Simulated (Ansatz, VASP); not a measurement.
**InSb in VASP and in Ansatz**

File INCAR:

```
ALGO = Normal ; EDIFF = 1E-6
ENCUT = 520 ; GGA = PE
ISIF = 2 ; ISMEAR = 0
LASPH = True ; LCHARG = False
LREAL = False ; LWAVE = False
NBANDS = 16 ; NELM = 80
PREC = Accurate ; SIGMA = 0.15
```

Contents of KPOINTS:

```
k-points
0
Gamma
  12 12 12
```

The input POSCAR:

```
InSb
1.0
    0.0000000000      3.2289429878      2.7676654181
    3.2289429878      0.0000000000      2.7676654181
    3.2289429878      3.2289429878      0.0000000000
In Sb
1 1
Direct
    0.0000000000      0.0000000000      0.0000000000
    0.5000000000      0.5000000000      0.5000000000
```

Input for Ansatz:

```yaml
crystal:
  lattice:
    - [0.0, 3.2289429878, 2.7676654181]
    - [3.2289429878, 0.0, 2.7676654181]
    - [3.2289429878, 3.2289429878, 0.0]
  atoms:
    - { symbol: In, position: [0.0, 0.0, 0.0] }
    - { symbol: Sb, position: [0.5, 0.5, 0.5] }
basis:
  ecutwfc: 420
kpoints:
  mp_grid: { grid: [12, 12, 12] }
hamiltonian:
  xc: pbe
  pseudopotentials: { kind: paw, azcp: { folder: soft_1 } }
scf:
  occupations: { method: gaussian, width: 0.15 }
output:
  forces: true
  stress: true
  eigenvalues: true
  write_density: true
  write_potential: true
  elf: true
  volumetric_format: npy
```

Change from the starting cell: strain +e along x and -e along y +0.0000, strain +e along z and -e/2 along x and y -0.1000.

Alike in both runs: task single point; functional PBE; k mesh 12 × 12 × 12; occupations gaussian, width 0.15 eV; no spin polarisation.

|  | VASP | Ansatz |
| --- | --- | --- |
| version | VASP 6.6.1 | Ansatz 0.2.0 |
| potentials or method | VASP PAW PBE potentials, release 64 (In_d, Sb), cutoff 520 eV | scalar-relativistic, plane waves, PAW |
| valence electrons in the cell | 18 | 28 |

```tsv
	VASP	Ansatz	Ansatz less VASP
gap on the k mesh at the Fermi level (eV)	none	none	-
pressure (GPa)	3.2	3.3	+0.04
traceless stress, the component that is largest in VASP (GPa)	11.83	11.86	+0.035
```

A gap of «none» marks a metal or a gap that the smearing closes. With one functional, cell and mesh, what is left measures potentials, basis and numerics. VASP's potentials hold 18 valence electrons a cell and Ansatz's 28, so a difference there can come from the potentials and not from the codes.

Spin-orbit coupling is off throughout.
